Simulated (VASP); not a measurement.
Ag, 2 atoms in the cell. Symmetry: P6_3/mmc, No. 194, hexagonal system. The conventional cell has a = 2.738 Å, b = 2.738 Å, c = 4.908 Å, α = 90.00°, β = 90.00°, γ = 120.00°. Ag (site symmetry -6m2) has 12 Ag at 2.74 to 2.92 Å within 3.6 Å.  This cell differs from its parent crystal: strained.

| Quantity | Value |
| --- | --- |
| Program | VASP 6.6.1 |
| Task | single point |
| Functional | PBE |
| Potentials or basis | VASP PAW PBE potentials, release 64 (Ag) |
| Cutoff | 520 eV |
| k mesh | 18 × 18 × 10 |
| Occupations | gaussian, width 0.1 eV |
| Spin | no spin polarisation |
| Dipole correction | no |
| Further INCAR settings | ALGO = Fast; EDIFF = 1e-07; NBANDS = 18 |

Potentials or basis: VASP PAW PBE potentials, release 64 (Ag).

The run is started by

```sh
$ cat potpaw_PBE.64/Ag/POTCAR > POTCAR
$ mpirun -np 1 vasp_std > vasp.out
```

Hardware: 1 thread of Intel(R) Xeon(R) Platinum 8259CL CPU @ 2.50GHz (Skylake/Cascade Lake), on a shared host.

How long does it take, and how much memory?

Run time: 85 s on 1 thread of Intel(R) Xeon(R) Platinum 8259CL CPU @ 2.50GHz (Skylake/Cascade Lake), with other jobs on the host, peak memory 0.22 GiB. Counts: scf iterations 15, k points 222.
